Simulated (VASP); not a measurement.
**Hg: single point with LDA**

Crystal: Hg.

```xyz
1
Lattice="-1.8767 1.8767 1.9168 1.8767 -1.8767 1.9168 1.8767 1.8767 -1.9168" Properties=species:S:1:pos:R:3 pbc="T T T"
Hg    0.0000    0.0000    1.9168
```

```yaml
Program: VASP 6.6.1
Task: single point
Functional: LDA
Potentials_or_basis: VASP PAW LDA potentials, release 64 (Hg_sv_GW)
Cutoff: 550 eV
k_mesh: 10 × 10 × 10
Occupations: gaussian, width 0.02 eV
Spin: no spin polarisation
```

```yaml
Pressure: -4.4 GPa
Band_gap_on_the_k_mesh: zero (bands 10 and 11 overlap by 3.19 eV)
```

Stress tensor (GPa, compression positive):
```
-4.46  0.00  0.00
 0.00 -4.46  0.00
 0.00  0.00 -4.38
```

Levels at points of the mesh, in eV from the Fermi level:
```csv
k point,band 8,band 9,band 10,band 11,band 12,band 13
"(0.00, 0.00, 0.00)",-6.54,-5.90,-5.85,14.04,14.21,14.21
"(0.50, 0.00, 0.00)",-5.85,-5.38,-1.50,-0.84,8.80,9.68
"(0.50, 0.50, 0.00)",-5.83,-5.37,-1.37,-0.77,8.48,9.33
"(0.50, 0.50, 0.50)",-5.49,-5.49,2.34,3.49,3.93,3.93
```

Wall time 50 s on 1 thread of Intel(R) Xeon(R) Platinum 8375C CPU @ 2.90GHz (Ice Lake) (shared host), peak memory 0.19 GiB.

Caveat: the cell stands under tension; spin-orbit coupling is left out, which moves the levels of the heavy elements.
